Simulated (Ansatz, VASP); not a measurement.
## LiH in VASP and in Ansatz

File INCAR:

```
SYSTEM = LiH
ALGO = Normal
EDIFF = 1E-7
ENCUT = 520
GGA = CA
ISIF = 2
ISMEAR = 0
LASPH = .TRUE.
LCHARG = .TRUE.
LELF = .TRUE.
LREAL = .FALSE.
LVHAR = .TRUE.
LWAVE = .FALSE.
NBANDS = 9
NELM = 100
PREC = Accurate
SIGMA = 0.05
```

Contents of KPOINTS:

```
k-points
0
G
  10 10 10
  0 0 0
```

POSCAR

```
LiH
1.0
    0.0000000000      2.1138000000      2.0325000000
    2.1138000000      0.0000000000      2.0325000000
    2.1138000000      2.1138000000      0.0000000000
Li H
1 1
Direct
    0.0000000000      0.0000000000      0.0000000000
    0.5000000000      0.5000000000      0.5000000000
```

Input for Ansatz:

```yaml
crystal:
  lattice:
    - [0.0, 2.1138, 2.0325]
    - [2.1138, 0.0, 2.0325]
    - [2.1138, 2.1138, 0.0]
  atoms:
    - { symbol: Li, position: [0.0, 0.0, 0.0] }
    - { symbol: H, position: [0.5, 0.5, 0.5] }
basis:
  ecutwfc: 420
kpoints:
  mp_grid: { grid: [10, 10, 10] }
hamiltonian:
  xc: lda
scf:
  occupations: { method: gaussian, width: 0.05 }
output:
  forces: true
  stress: true
  eigenvalues: true
```

Change from the starting cell: strain +0.040 along x and y, +0.000 along z, atoms carried along.

Alike in both runs: task single point; functional LDA; k mesh 10 × 10 × 10; occupations gaussian, width 0.05 eV; no spin polarisation.

```csv
,VASP,Ansatz
version,VASP 6.6.1,Ansatz 0.2.0
potentials or method,"VASP PAW LDA potentials, release 64 (Li_sv, H), cutoff 520 eV","scalar-relativistic, plane waves, PAW"
valence electrons in the cell,4,4
```

|  | VASP | Ansatz | Ansatz less VASP |
| --- | --- | --- | --- |
| gap on the k mesh at the Fermi level (eV) | 2.36 | 2.36 | +0.007 |
| least direct gap on the mesh (eV) | 2.64 | 2.65 | +0.008 |

LDA's correlation is that of Perdew and Zunger in VASP and of Perdew and Wang (1992) in Ansatz.

Noted on VASP's run: the cutoff is short for stress, so the pressure is rough.
